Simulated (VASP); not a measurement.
# NiO (Fm-3m) in VASP: a series of runs

NiO is run at these levels: PBE+U; tasks: single point.

Program: VASP 6.6.1. These are calculated values, not measurements. Logs are shortened: lines on timing, memory, paths and dates and some standing lists are left out, and cuts for length are marked.

## (1) The cell of the first run

It takes space group Fm-3m (No. 225, cubic). The conventional cell has a = 4.268 Å, b = 4.268 Å, c = 4.268 Å, α = 90.00°, β = 90.00°, γ = 90.00°. Within 2.8 Å of Ni (site symmetry m-3m) lie 6 O at 2.13 Å. Within 2.8 Å of O (site symmetry m-3m) lie 6 Ni at 2.13 Å.

## (2) Single point, PBE+U, collinear spin, antiferromagnetic start

Contents of INCAR:

```
ALGO = Normal
EDIFF = 1E-6
ENCUT = 520
GGA = PE
ISIF = 2
ISMEAR = 0
ISPIN = 2
LASPH = T
LCHARG = F
LDAU = T
LDAUJ = 0 0
LDAUL = 2 -1
LDAUPRINT = 1
LDAUTYPE = 2
LDAUU = 6.2 0
LMAXMIX = 4
LORBIT = 11
LREAL = F
LWAVE = F
MAGMOM = 2 -2 0 0
NBANDS = 28
NELM = 150
PREC = Accurate
SIGMA = 0.05
```

Contents of KPOINTS:

```
k-points
0
Gamma
  5 5 3
```

Contents of POSCAR:

```
NiO
1.0
    0.0000000000      2.1337896542     -2.1337896542
    0.0000000000      2.1337896542      2.1337896542
    4.2675793084      0.0000000000      0.0000000000
Ni O
2 2
Direct
    0.0000000000      0.0000000000      0.0000000000
    0.5000000000      0.5000000000      0.5000000000
    0.0000000000      1.0000000000      0.5000000000
    0.5000000000      1.5000000000      1.0000000000
```

Potentials or basis: VASP PAW PBE potentials, release 64 (Ni, O).

Command:

```sh
$ cat potpaw_PBE.64/Ni/POTCAR potpaw_PBE.64/O/POTCAR > POTCAR
$ mpirun -np 1 vasp_std > vasp.out
```

OUTCAR:

```text
EDIFF = 1E-6
   ENCUT = 520
   GGA = PE
   ISIF = 2
   ISMEAR = 0
   ISPIN = 2
   LASPH = T
   LORBIT = 11
   LREAL = F
   NELM = 150
   PREC = Accurate

 ion  position               nearest neighbor table
   1  0.000  0.000  0.000-   3 2.13   4 2.13   3 2.13   4 2.13   4 2.13   4 2.13   2 3.02   2 3.02
                             2 3.02   2 3.02   2 3.02   2 3.02   2 3.02   2 3.02
   2  0.500  0.500  0.500-   3 2.13   4 2.13   4 2.13   3 2.13   3 2.13   3 2.13   1 3.02   1 3.02
                             1 3.02   1 3.02   1 3.02   1 3.02   1 3.02   1 3.02
   3  0.000  0.000  0.500-   1 2.13   2 2.13   1 2.13   2 2.13   2 2.13   2 2.13
   4  0.500  0.500  0.000-   1 2.13   2 2.13   2 2.13   1 2.13   1 2.13   1 2.13

  LATTYP: Found a simple tetragonal cell.
 ALAT       =     3.0176342682
 C/A-ratio  =     1.4142135624

  Lattice vectors:

 A1 = (   0.0000000000,   2.1337896542,  -2.1337896542)
 A2 = (   0.0000000000,   2.1337896542,   2.1337896542)
 A3 = (   4.2675793084,   0.0000000000,   0.0000000000)

Analysis of symmetry for initial positions (statically):
=====================================================================
 Subroutine PRICEL returns following result:

  LATTYP: Found a face centered cubic cell.
 ALAT       =     4.2675793084
[... 12 lines left out ...]
 Subroutine GETGRP returns: Found 16 space group operations
 (whereof 16 operations were pure point group operations)
 out of a pool of 16 trial point group operations.

The static configuration has the point symmetry D_4h.

Analysis of symmetry for dynamics (positions and initial velocities):
=====================================================================
 Subroutine PRICEL returns following result:

  LATTYP: Found a face centered cubic cell.
 ALAT       =     4.2675793084
[... 12 lines left out ...]
 Subroutine GETGRP returns: Found 16 space group operations
 (whereof 16 operations were pure point group operations)
 out of a pool of 16 trial point group operations.

The dynamic configuration has the point symmetry D_4h.

Analysis of structural, dynamic, and magnetic symmetry:
=====================================================================
 Subroutine PRICEL returns following result:

  LATTYP: Found a face centered cubic cell.
 ALAT       =     4.2675793084
[... 12 lines left out ...]
 Subroutine GETGRP returns: Found 16 space group operations
 (whereof 16 operations were pure point group operations)
 out of a pool of 16 trial point group operations.

[... 195 lines left out ...]
  o =  1.0281  v =  0.0000  0.0000  0.0000  0.0000  0.0000  0.0000  0.0000  0.5000 -0.0000 -0.8660      0.0000  0.0000  0.0000  0.0000  0.0000  0.0000  0.0000  0.0000  0.0000  0.0000
  o =  1.0282  v =  0.0000  0.0000  0.0000  0.0000  0.0000  0.0000 -0.0000 -0.8660  0.0000 -0.5000      0.0000  0.0000  0.0000  0.0000  0.0000  0.0000  0.0000  0.0000  0.0000  0.0000

 number of electron      31.9999984 magnetization       0.0000000

 Free energy of the ion-electron system (eV)
  ---------------------------------------------------
  ext. energy  EPLUGINS =         0.00000000
  ---------------------------------------------------
  free energy    TOTEN  =       -20.26402940 eV

  energy without entropy =      -20.26402940  energy(sigma->0) =      -20.26402940

 E-fermi :   6.1456     XC(G=0): -12.2730

 val. band max:        5.8402964767   @ k =   0.4000   0.0000   0.3333
 cond. band min:       8.4581570055   @ k =   0.0000   0.0000   0.0000
 fundamental gap:      2.6178605288
 Fermi energy:         6.1455871648

 spin component 1

 k-point     1 :       0.0000    0.0000    0.0000
  band No.  band energies     occupation
      1     -12.2065      1.00000
      2     -10.9293      1.00000
      3      -0.0337      1.00000
      4       0.2806      1.00000
      5       0.6070      1.00000
      6       1.0433      1.00000
[... 361 lines left out ...]
     27      24.8795      0.00000
     28      25.2392      0.00000
 Fermi energy:         6.1455871648

 spin component 2

 k-point     1 :       0.0000    0.0000    0.0000
  band No.  band energies     occupation
      1     -12.2065      1.00000
      2     -10.9293      1.00000
      3      -0.0337      1.00000
      4       0.2806      1.00000
      5       0.6070      1.00000
      6       1.0433      1.00000
[... 361 lines left out ...]
     27      24.8795      0.00000
     28      25.2392      0.00000

------------------------ aborting loop because EDIFF is reached ----------------------------------------

  FORCE on cell =-STRESS in cart. coord.  units (eV):
  Direction    XX          YY          ZZ          XY          YZ          ZX
  --------------------------------------------------------------------------------------
  -------------------------------------------------------------------------------------
  Total       -1.9424564     -1.9563138     -1.9563138      0.0000000      0.0000000      0.0000000
  in kB      -80.0842411    -80.6555582    -80.6555582      0.0000000      0.0000000      0.0000000
  external PRESSURE =     -80.4651192 kB  Pullay stress =       0.0000000 kB

 VOLUME and BASIS-vectors are now :
 -----------------------------------------------------------------------------
  energy-cutoff  :      520.00
  volume of cell :       38.86
      direct lattice vectors                 reciprocal lattice vectors
     0.000000000  2.133789654 -2.133789654     0.000000000  0.234324878 -0.234324878
     0.000000000  2.133789654  2.133789654     0.000000000  0.234324878  0.234324878
     4.267579308  0.000000000  0.000000000     0.234324878  0.000000000  0.000000000

 POSITION                                       TOTAL-FORCE (eV/Angst)
 -----------------------------------------------------------------------------------
      0.00000      0.00000      0.00000        -0.000000      0.000000      0.000000
      2.13379      2.13379      0.00000        -0.000000      0.000000      0.000000
      2.13379      0.00000      0.00000        -0.000000     -0.000000     -0.000000
      0.00000      2.13379      0.00000         0.000000     -0.000000     -0.000000
 -----------------------------------------------------------------------------------
    total drift:                               -0.000000     -0.000000     -0.000000

  FREE ENERGIE OF THE ION-ELECTRON SYSTEM (eV)
  ---------------------------------------------------
  free  energy   TOTEN  =       -20.2640294010 eV

  energy  without entropy=      -20.2640294010  energy(sigma->0) =      -20.26402940

 total charge

# of ion       s       p       d       tot
------------------------------------------
    1        0.326   0.380   8.168   8.874
    2        0.326   0.380   8.168   8.874
    3        1.548   3.450   0.000   4.998
    4        1.548   3.450   0.000   4.998
--------------------------------------------------
tot          3.749   7.660  16.336  27.745

 magnetization (x)

# of ion       s       p       d       tot
------------------------------------------
    1        0.015   0.015   1.810   1.840
    2       -0.015  -0.015  -1.810  -1.840
    3       -0.005  -0.051   0.000  -0.056
    4        0.005   0.051   0.000   0.056
--------------------------------------------------
tot          0.000   0.000   0.000   0.000
```

OSZICAR:

```text
N       E                     dE             d eps       ncg     rms          rms(c)
DAV:   1     0.252364185839E+03    0.25236E+03   -0.15038E+04  1416   0.150E+03
DAV:   2     0.753454056247E+01   -0.24483E+03   -0.21963E+03  1372   0.327E+02
DAV:   3    -0.187662977580E+02   -0.26301E+02   -0.25010E+02  1516   0.117E+02
DAV:   4    -0.192734706559E+02   -0.50717E+00   -0.50578E+00  1408   0.166E+01
DAV:   5    -0.192823304181E+02   -0.88598E-02   -0.88589E-02  1528   0.215E+00    0.208E+01
DAV:   6    -0.187801743026E+02    0.50216E+00   -0.17469E+01  1720   0.944E+01    0.249E+01
DAV:   7    -0.196656461650E+02   -0.88547E+00   -0.40578E+00  1588   0.343E+01    0.122E+01
DAV:   8    -0.200249204748E+02   -0.35927E+00   -0.65294E-01  1608   0.939E+00    0.809E+00
DAV:   9    -0.202480275710E+02   -0.22311E+00   -0.11165E-01  1456   0.908E+00    0.123E+00
DAV:  10    -0.202615587561E+02   -0.13531E-01   -0.55559E-02  1676   0.341E+00    0.453E-01
DAV:  11    -0.202633856477E+02   -0.18269E-02   -0.15190E-02  1388   0.101E+00    0.203E-01
DAV:  12    -0.202637615284E+02   -0.37588E-03   -0.14724E-04  1664   0.189E-01    0.102E-01
DAV:  13    -0.202640100255E+02   -0.24850E-03   -0.13606E-04  1428   0.285E-01    0.339E-02
DAV:  14    -0.202640287152E+02   -0.18690E-04   -0.86226E-05  1408   0.869E-02    0.680E-03
DAV:  15    -0.202640294010E+02   -0.68576E-06   -0.51414E-06  1316   0.193E-02
   1 F= -.20264029E+02 E0= -.20264029E+02  d E =-.193869E-18  mag=     0.0000
```

Wall time 18 s (1 thread of Intel Xeon 6975P-C, shared host); peak memory 0.17 GiB.

Results:

```yaml
Free_energy: -20.2640 eV
Pressure: -8.0 GPa
Band_gap_on_the_k_mesh: 2.62 eV
Net_moment: 0.00 μB per cell
Site_moments: Ni +1.84, -1.84; O -0.06, +0.06 μB
Valence_electrons_inside_the_program's_atomic_spheres: Ni 8.87; O 5.00
```

Eigenvalues of the final occupation matrices:
```
    site  spin  trace               eigenvalues
site 1 d     1   5.00  0.98 0.98 0.98 1.03 1.03
site 1 d     2   3.19  0.12 0.13 0.98 0.98 0.98
site 2 d     1   3.19  0.12 0.13 0.98 0.98 0.98
site 2 d     2   5.00  0.98 0.98 0.98 1.03 1.03
```

Caveat: the k points lie up to 0.49 Å⁻¹ apart. A k mesh can miss the band edges.

## (3) Single point, PBE+U, collinear spin, antiferromagnetic start

Changes to INCAR since step 2:

```diff
@@ -2,4 +2,5 @@
 EDIFF = 1E-6
-ENCUT = 520
+ENCUT = 600
 GGA = PE
+GGA_COMPAT = F
 ISIF = 2
@@ -20,4 +21,4 @@
 MAGMOM = 2 -2 0 0
-NBANDS = 28
-NELM = 150
+NBANDS = 36
+NELM = 200
 PREC = Accurate
```

KPOINTS is that of step 2.

POSCAR is that of step 2.

Potentials or basis: VASP PAW PBE potentials, release 64 (Ni_sv_GW, O).

Command:

```sh
$ cat potpaw_PBE.64/Ni_sv_GW/POTCAR potpaw_PBE.64/O/POTCAR > POTCAR
$ mpirun -np 1 vasp_std > vasp.out
```

Run time: 26 s. Hardware: 1 thread of Intel Xeon 6975P-C (Granite Rapids), shared host; peak memory 0.19 GiB.

It converged, with:

```
Free energy                                           : -20.4887 eV
Pressure                                              : -3.6 GPa
Band gap on the k mesh                                : 2.27 eV
Net moment                                            : 0.00 μB per cell
Site moments                                          : Ni +1.80, -1.80; O -0.06, +0.06 μB
Valence electrons inside the program's atomic spheres : Ni 16.07; O 5.01
```

Levels at points of the mesh, in eV from the valence-band top:
Spin up:
```
           k point  band 22  band 23  band 24  band 25  band 26  band 27
(0.00, 0.00, 0.00)    -1.20    -1.20    -1.20     2.27     3.18     3.38
```
Spin down:
```
           k point  band 20  band 21  band 22  band 23  band 24  band 25  band 26  band 27  band 28  band 29
(0.00, 0.00, 0.00)    -2.52    -2.52    -1.20    -1.20    -1.20     2.27     3.18     3.38     6.71    11.41
```

Eigenvalues of the final occupation matrices:
| site | spin | trace | eigenvalues |
| --- | --- | --- | --- |
| site 1 d | 1 | 4.75 | 0.94 0.94 0.94 0.97 0.97 |
| site 1 d | 2 | 2.97 | 0.09 0.09 0.93 0.93 0.93 |
| site 2 d | 1 | 2.97 | 0.09 0.09 0.93 0.93 0.93 |
| site 2 d | 2 | 4.75 | 0.94 0.94 0.94 0.97 0.97 |

Caveat: the k points lie up to 0.49 Å⁻¹ apart.
